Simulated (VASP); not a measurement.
# CoSi2 (Fm-3m) in VASP: notebook

The runs below take CoSi2 through single point, with PBEsol.

Everything below comes from runs of VASP 6.6.1. Logs are shortened: lines on timing, memory, paths and dates and some standing lists are left out, and cuts for length are marked.

## 1. The cell of the first run

The structure is cubic, space group Fm-3m (No. 225). Conventional cell: a = 5.312 Å, b = 5.312 Å, c = 5.312 Å, α = 90.00°, β = 90.00°, γ = 90.00°. Co (site symmetry m-3m) has 8 Si at 2.30 Å within 3.0 Å. Si (site symmetry -43m) has 4 Co at 2.30 Å and 6 Si at 2.66 Å within 3.0 Å.

## 2. Single point, PBEsol

INCAR reads:

```
ALGO     = Normal         # electronic algorithm
EDIFF    = 1E-6           # SCF threshold, eV
ENCUT    = 520            # plane-wave cutoff, eV
GGA      = PS             # functional
ISIF     = 2              # what is computed and relaxed
ISMEAR   = 0              # smearing method
LASPH    = T              # aspherical terms in the spheres
LCHARG   = F              # write CHGCAR
LREAL    = F              # projectors in reciprocal space
LWAVE    = F              # write WAVECAR
NBANDS   = 16             # bands
NELM     = 60             # most SCF steps
PREC     = Accurate       # precision mode
SIGMA    = 0.1            # smearing width, eV
```

KPOINTS reads:

```
k-points
0
Gamma
  14 14 14
```

POSCAR reads:

```
CoSi2
1.0
    0.0000000000      2.6562384327      2.6562384327
    2.6562384327      0.0000000000      2.6562384327
    2.6562384327      2.6562384327      0.0000000000
Co Si
1 2
Direct
    0.0000000000      0.0000000000      0.0000000000
    0.2500000000      0.2500000000      0.2500000000
    0.7500000000      0.7500000000      0.7500000000
```

Potentials or basis: VASP PAW PBE potentials, release 64 (Co, Si).

Command:

```bash
> cat potpaw_PBE.64/Co/POTCAR potpaw_PBE.64/Si/POTCAR > POTCAR
> mpirun -np 1 vasp_std > vasp.out
```

OUTCAR:

```text
EDIFF = 1E-6
   ENCUT = 520
   GGA = PS
   ISIF = 2
   ISMEAR = 0
   LASPH = T
   LREAL = F
   NELM = 60
   PREC = Accurate

 ion  position               nearest neighbor table
   1  0.000  0.000  0.000-   3 2.30   3 2.30   3 2.30   2 2.30   2 2.30   2 2.30   3 2.30   2 2.30

   2  0.250  0.250  0.250-   1 2.30   1 2.30   1 2.30   1 2.30   3 2.66   3 2.66   3 2.66   3 2.66
                             3 2.66   3 2.66
   3  0.750  0.750  0.750-   1 2.30   1 2.30   1 2.30   1 2.30   2 2.66   2 2.66   2 2.66   2 2.66
                             2 2.66   2 2.66

  LATTYP: Found a face centered cubic cell.
 ALAT       =     5.3124768654

  Lattice vectors:

 A1 = (   0.0000000000,   2.6562384327,   2.6562384327)
 A2 = (   2.6562384327,   0.0000000000,   2.6562384327)
 A3 = (   2.6562384327,   2.6562384327,   0.0000000000)

Analysis of symmetry for initial positions (statically):
=====================================================================
 Subroutine PRICEL returns:
 Original cell was already a primitive cell.

 Routine SETGRP: Setting up the symmetry group for a
 face centered cubic supercell.

 Subroutine GETGRP returns: Found 48 space group operations
 (whereof 48 operations were pure point group operations)
 out of a pool of 48 trial point group operations.

The static configuration has the point symmetry O_h .

Analysis of symmetry for dynamics (positions and initial velocities):
=====================================================================
 Subroutine PRICEL returns:
 Original cell was already a primitive cell.

 Routine SETGRP: Setting up the symmetry group for a
 face centered cubic supercell.

 Subroutine GETGRP returns: Found 48 space group operations
 (whereof 48 operations were pure point group operations)
 out of a pool of 48 trial point group operations.

The dynamic configuration has the point symmetry O_h .

 Subroutine INISYM returns: Found 48 space group operations
 (whereof 48 operations are pure point group operations),
 and found     1 'primitive' translations

----------------------------------------------------------------------------------------

                                     Primitive cell

  volume of cell :      37.4827

  direct lattice vectors                    reciprocal lattice vectors
     0.000000000  2.656238433  2.656238433    -0.188236114  0.188236114  0.188236114
     2.656238433  0.000000000  2.656238433     0.188236114 -0.188236114  0.188236114
     2.656238433  2.656238433  0.000000000     0.188236114  0.188236114 -0.188236114

  length of vectors
     3.756488416  3.756488416  3.756488416     0.326034513  0.326034513  0.326034513

  position of ions in fractional coordinates (direct lattice)
     0.000000000  0.000000000  0.000000000
     0.250000000  0.250000000  0.250000000
     0.750000000  0.750000000  0.750000000

  ion indices of the primitive-cell ions
   primitive index   ion index
                 1           1
                 2           2
                 3           3

----------------------------------------------------------------------------------------

 KPOINTS: k-points

Automatic generation of k-mesh.
 Grid dimensions read from file:
 generate k-points for:   14   14   14

 Generating k-lattice:

  Cartesian coordinates                     Fractional coordinates (reciprocal lattice)
    -0.013445437  0.013445437  0.013445437     0.071428571  0.000000000  0.000000000
     0.013445437 -0.013445437  0.013445437     0.000000000  0.071428571  0.000000000
     0.013445437  0.013445437 -0.013445437     0.000000000  0.000000000  0.071428571

  Length of vectors
     0.023288179  0.023288179  0.023288179

  Shift w.r.t. Gamma in fractional coordinates (k-lattice)
     0.000000000  0.000000000  0.000000000

 Subroutine IBZKPT returns following result:
 ===========================================

 Found    104 irreducible k-points:

 Following reciprocal coordinates:
            Coordinates               Weight
  0.000000  0.000000  0.000000      1.000000
  0.071429  0.000000  0.000000      8.000000
  0.142857  0.000000  0.000000      8.000000
  0.214286  0.000000  0.000000      8.000000
  0.285714  0.000000  0.000000      8.000000
  0.357143  0.000000  0.000000      8.000000
[... 16 lines left out ...]
  0.214286  0.142857  0.000000     24.000000
  0.285714  0.142857  0.000000     24.000000
 [... further k-points ...]
   k-points           NKPTS =    104   k-points in BZ     NKDIM =    104   number of bands    NBANDS=     16
   number of dos      NEDOS =    301   number of ions     NIONS =      3
   total plane-waves  NPLWV =  21952
   dimension x,y,z NGX =    28 NGY =   28 NGZ =   28
   dimension x,y,z NGXF=    56 NGYF=   56 NGZF=   56
   ions per type =               1   2
   NGX,Y,Z   is equivalent  to a cutoff of  12.39, 12.39, 12.39 a.u.
   NGXF,Y,Z  is equivalent  to a cutoff of  24.78, 24.78, 24.78 a.u.
 SYSTEM =  unknown system
[... 62 lines left out ...]
 Fermi energy:        10.3462862820

 k-point     1 :       0.0000    0.0000    0.0000
  band No.  band energies     occupation
      1      -2.9803      2.00000
      2       6.1376      2.00000
      3       6.1376      2.00000
      4       6.1376      2.00000
      5       8.3430      2.00000
      6       8.3430      2.00000
[... 8 lines left out ...]
     15      16.0937      0.00000
     16      16.0937      0.00000

 k-point     2 :       0.0714    0.0000    0.0000
  band No.  band energies     occupation
      1      -2.9013      2.00000
      2       5.9512      2.00000
      3       6.1659      2.00000
      4       6.1659      2.00000
      5       8.3183      2.00000
      6       8.3183      2.00000
[... 8 lines left out ...]
     15      15.8069      0.00000
     16      15.9428      0.00000

 k-point     3 :       0.1429    0.0000    0.0000
  band No.  band energies     occupation
      1      -2.6651      2.00000
      2       5.4363      2.00000
      3       6.2455      2.00000
      4       6.2455      2.00000
      5       8.2591      2.00000
      6       8.2591      2.00000
[... 8 lines left out ...]
     15      15.7072      0.00000
     16      16.3789      0.00000

 k-point     4 :       0.2143    0.0000    0.0000
  band No.  band energies     occupation
      1      -2.2753      2.00000
      2       4.6771      2.00000
      3       6.3595      2.00000
      4       6.3595      2.00000
      5       8.2054      2.00000
      6       8.2054      2.00000
[... 8 lines left out ...]
     15      16.5336      0.00000
     16      17.4518      0.00000

 k-point     5 :       0.2857    0.0000    0.0000
  band No.  band energies     occupation
      1      -1.7380      2.00000
      2       3.7520      2.00000
      3       6.4781      2.00000
      4       6.4781      2.00000
      5       8.2106      2.00000
      6       8.2106      2.00000
[... 8 lines left out ...]
     15      17.6084      0.00000
     16      18.4771      0.00000

 k-point     6 :       0.3571    0.0000    0.0000
  band No.  band energies     occupation
      1      -1.0639      2.00000
      2       2.7391      2.00000
      3       6.5682      2.00000
      4       6.5682      2.00000
      5       8.3173      2.00000
      6       8.3173      2.00000
[... 8 lines left out ...]
     15      18.8037      0.00000
     16      19.5672      0.00000
[... 267 lines left out ...]
 k-point    21 :      -0.0714    0.0714    0.0000
  band No.  band energies     occupation
      1      -2.7698      2.00000
      2       5.7022      2.00000
      3       6.1361      2.00000
      4       6.2462      2.00000
      5       8.2182      2.00000
      6       8.3409      2.00000
[... 8 lines left out ...]
     15      16.0235      0.00000
     16      16.3466      0.00000

 k-point    22 :       0.1429    0.1429    0.0000
  band No.  band energies     occupation
      1      -2.5601      2.00000
      2       5.5270      2.00000
      3       6.1629      2.00000
      4       6.1629      2.00000
      5       7.9274      2.00000
      6       8.4503      2.00000
[... 8 lines left out ...]
     15      16.8534      0.00000
     16      16.8534      0.00000

 k-point    23 :       0.2143    0.1429    0.0000
  band No.  band energies     occupation
      1      -2.2739      2.00000
      2       5.0994      2.00000
      3       6.2028      2.00000
      4       6.2422      2.00000
      5       7.6989      2.00000
      6       8.4893      2.00000
[... 8 lines left out ...]
     15      17.7394      0.00000
     16      17.8694      0.00000

 k-point    24 :       0.2857    0.1429    0.0000
  band No.  band energies     occupation
      1      -1.8370      2.00000
      2       4.4079      2.00000
      3       6.2826      2.00000
      4       6.3535      2.00000
      5       7.5015      2.00000
      6       8.5283      2.00000
[... 8 lines left out ...]
     15      18.7538      0.00000
     16      19.0389      0.00000

 [... further k-points ...]

------------------------ aborting loop because EDIFF is reached ----------------------------------------

  FORCE on cell =-STRESS in cart. coord.  units (eV):
  Direction    XX          YY          ZZ          XY          YZ          ZX
  --------------------------------------------------------------------------------------
  -------------------------------------------------------------------------------------
  Total        0.0065771      0.0065771      0.0065771      0.0000000     -0.0000000     -0.0000000
  in kB        0.2811337      0.2811337      0.2811337      0.0000000     -0.0000000     -0.0000000
  external PRESSURE =       0.2811337 kB  Pullay stress =       0.0000000 kB

 VOLUME and BASIS-vectors are now :
 -----------------------------------------------------------------------------
  energy-cutoff  :      520.00
  volume of cell :       37.48
      direct lattice vectors                 reciprocal lattice vectors
     0.000000000  2.656238433  2.656238433    -0.188236114  0.188236114  0.188236114
     2.656238433  0.000000000  2.656238433     0.188236114 -0.188236114  0.188236114
     2.656238433  2.656238433  0.000000000     0.188236114  0.188236114 -0.188236114

 POSITION                                       TOTAL-FORCE (eV/Angst)
 -----------------------------------------------------------------------------------
      0.00000      0.00000      0.00000         0.000000      0.000000      0.000000
      1.32812      1.32812      1.32812        -0.000000     -0.000000     -0.000000
      3.98436      3.98436      3.98436         0.000000      0.000000      0.000000
 -----------------------------------------------------------------------------------
    total drift:                               -0.000000     -0.000000      0.000000

  FREE ENERGIE OF THE ION-ELECTRON SYSTEM (eV)
  ---------------------------------------------------
  free  energy   TOTEN  =       -20.9844014911 eV

  energy  without entropy=      -20.9792708110  energy(sigma->0) =      -20.98183615
```

Run time: 39 s. Hardware: 1 thread of AMD EPYC 9R14 (Zen 4), shared host; peak memory 0.17 GiB.

Results:

- Free energy: -20.9844 eV
- Pressure: 0.0 GPa
- Band gap on the k mesh: zero (an odd number of electrons rules out a gap without spin polarisation)

Levels at points of the mesh, in eV from the Fermi level:
```
           k point  band 7  band 8  band 9  band 10  band 11  band 12
(0.00, 0.00, 0.00)    1.02    3.42    3.42     3.42     3.51     3.51
(0.50, 0.00, 0.00)   -1.72   -0.49   -0.49     2.72     3.48     3.48
(0.50, 0.50, 0.00)   -2.06   -2.02   -1.40     1.67     2.87     8.60
```

Caveat: the PAW data sets were made with another functional, which shifts forces and pressure a little; the run has no spin polarisation, though such a crystal can be magnetic. Spin polarisation is off, so any magnetic state and its effect on volume and gap are missing.

## 3. Single point, PBEsol

INCAR reads:

```
SYSTEM = CoSi2
PREC = Accurate
ENCUT = 520
EDIFF = 1E-7
ISMEAR = 0
SIGMA = 0.1
LREAL = .False.
LASPH = .True.
NELM = 100
ALGO = Normal
ISIF = 2
LWAVE = .False.
LCHARG = .False.
GGA = PS
NBANDS = 16
```

KPOINTS reads:

```
Automatic mesh
0
Gamma
  14 14 14
  0 0 0
```

POSCAR is that of step 2.

Potentials or basis: VASP PAW PBE potentials, release 64 (Co, Si).

Command:

```bash
> cat potpaw_PBE.64/Co/POTCAR potpaw_PBE.64/Si/POTCAR > POTCAR
> mpirun -np 1 vasp_std > vasp.out
```

Wall time 42 s (1 thread of AMD EPYC 9R14 (Zen 4), shared host); peak memory 0.16 GiB.

Results (log left out):

| Quantity | Value |
| --- | --- |
| Free energy | -20.9844 eV |
| Pressure | 0.1 GPa |
| Band gap on the k mesh | zero (an odd number of electrons rules out a gap without spin polarisation) |

Levels at points of the mesh, in eV from the Fermi level:
```
           k point  band 6  band 7  band 8  band 9  band 10  band 11  band 12  band 13
(0.00, 0.00, 0.00)   -2.00    1.02    3.42    3.42     3.42     3.51     3.51     3.51
(0.50, 0.00, 0.00)   -1.72   -1.72   -0.49   -0.49     2.72     3.48     3.48     4.55
(0.50, 0.50, 0.00)   -2.06   -2.06   -2.02   -1.40     1.67     2.87     8.60     9.83
```

Caveat: the PAW data sets were made with another functional, which shifts forces and pressure a little; the run has no spin polarisation, though such a crystal can be magnetic. Spin polarisation is off, so any magnetic state and its effect on volume and gap are missing.

## 4. Single point, PBEsol

This run uses another cell than the first one, of 12.80 Å³/atom.

INCAR reads:

```
SYSTEM = CoSi2
ALGO = Normal
EDIFF = 1E-6
ENCUT = 520
GGA = PS
ISIF = 2
ISMEAR = 0
LASPH = .True.
LCHARG = .True.
LELF = .True.
LREAL = .False.
LVHAR = .True.
LWAVE = .False.
NBANDS = 16
NELM = 80
PREC = Accurate
SIGMA = 0.1
```

KPOINTS reads:

```
k-points
0
Gamma
  14 14 14
  0 0 0
```

POSCAR reads:

```
CoSi2
1.0
    0.0000000000      2.6780000000      2.6780000000
    2.6780000000      0.0000000000      2.6780000000
    2.6780000000      2.6780000000      0.0000000000
Co Si
1 2
Direct
    0.0000000000      0.0000000000      0.0000000000
    0.2500000000      0.2500000000      0.2500000000
    0.7500000000      0.7500000000      0.7500000000
```

Command:

```bash
> cat potpaw_PBE.64/Co/POTCAR potpaw_PBE.64/Si/POTCAR > POTCAR
> mpirun -np 1 vasp_std > vasp.out
```

Wall time 38 s (1 thread of AMD EPYC 9R14 (Zen 4), shared host); peak memory 0.17 GiB.

Results (log left out):

| Item | Value |
| --- | --- |
| Free energy | -20.9716 eV |
| Pressure | -4.5 GPa |
| Band gap on the k mesh | zero (an odd number of electrons rules out a gap without spin polarisation) |

Levels at points of the mesh, in eV from the Fermi level:
```tsv
k point	band 7	band 8	band 9	band 10	band 11	band 12
(0.00, 0.00, 0.00)	0.77	3.41	3.41	3.41	3.41	3.41
(0.50, 0.00, 0.00)	-1.65	-0.48	-0.48	2.64	3.41	3.41
(0.50, 0.50, 0.00)	-1.99	-1.94	-1.34	1.56	2.86	8.57
```

Caveat: the cell stands under tension; the PAW data sets were made with another functional, which shifts forces and pressure a little; the run has no spin polarisation, though such a crystal can be magnetic. Spin polarisation is off, so any magnetic state and its effect on volume and gap are missing.

## 5. Single point, PBEsol (12.87 Å³/atom)

This run uses another cell than the first one, of 12.87 Å³/atom.

INCAR reads:

```
  ALGO = Normal
  EDIFF = 1E-6
  ENCUT = 520
  GGA = PS
  ISIF = 2
  ISMEAR = 0
  LASPH = True
  LCHARG = False
  LREAL = False
  LWAVE = False
  NBANDS = 16
  NELM = 80
  PREC = Accurate
  SIGMA = 0.1
```

KPOINTS reads:

```
k-points
0
Gamma
  14 14 14
```

POSCAR reads:

```
CoSi2
1.0
    0.0000000000      2.6825395336      2.6825395336
    2.6825395336      0.0000000000      2.6825395336
    2.6825395336      2.6825395336      0.0000000000
Co Si
1 2
Direct
    0.0000000000      0.0000000000      0.0000000000
    0.2500000000      0.2500000000      0.2500000000
    0.7500000000      0.7500000000      0.7500000000
```

Command:

```bash
> cat potpaw_PBE.64/Co/POTCAR potpaw_PBE.64/Si/POTCAR > POTCAR
> mpirun -np 1 vasp_std > vasp.out
```

Wall time 38 s (1 thread of AMD EPYC 9R14 (Zen 4), shared host); peak memory 0.17 GiB.

The run converged. Its results:

```
Free energy            : -20.9657 eV
Pressure               : -5.4 GPa
Band gap on the k mesh : zero (an odd number of electrons rules out a gap without spin polarisation)
```

Levels at points of the mesh, in eV from the Fermi level:
```csv
k point,band 7,band 8,band 9,band 10,band 11,band 12
"(0.00, 0.00, 0.00)",0.73,3.39,3.39,3.39,3.41,3.41
"(0.50, 0.00, 0.00)",-1.63,-0.47,-0.47,2.62,3.39,3.39
"(0.50, 0.50, 0.00)",-1.97,-1.93,-1.33,1.54,2.86,8.57
```

Caveat: the cell stands under tension; the PAW data sets were made with another functional, which shifts forces and pressure a little; the run has no spin polarisation, though such a crystal can be magnetic.

## 6. The runs side by side

| cell | gap on the mesh (eV) | pressure (GPa) |
| --- | --- | --- |
| a = 3.756 Å, angles 60.0°, 3 atoms | none | 0.1 |
| a = 3.787 Å, angles 60.0°, 3 atoms | none | -4.5 |
| a = 3.794 Å, angles 60.0°, 3 atoms | none | -5.4 |

Alike in all rows: task single point; level PBEsol; potentials or basis VASP PAW PBE potentials, release 64 (Co, Si); no spin polarisation; k mesh 14 × 14 × 14; cutoff (eV) 520; smearing gaussian 0.1 eV.

Caveats: the PAW data sets were made with another functional, which shifts forces and pressure a little; the run has no spin polarisation, though such a crystal can be magnetic; the cell stands under tension (at least some runs).

Total energies depend on the potentials used, so only differences within one code and one set of settings carry meaning.
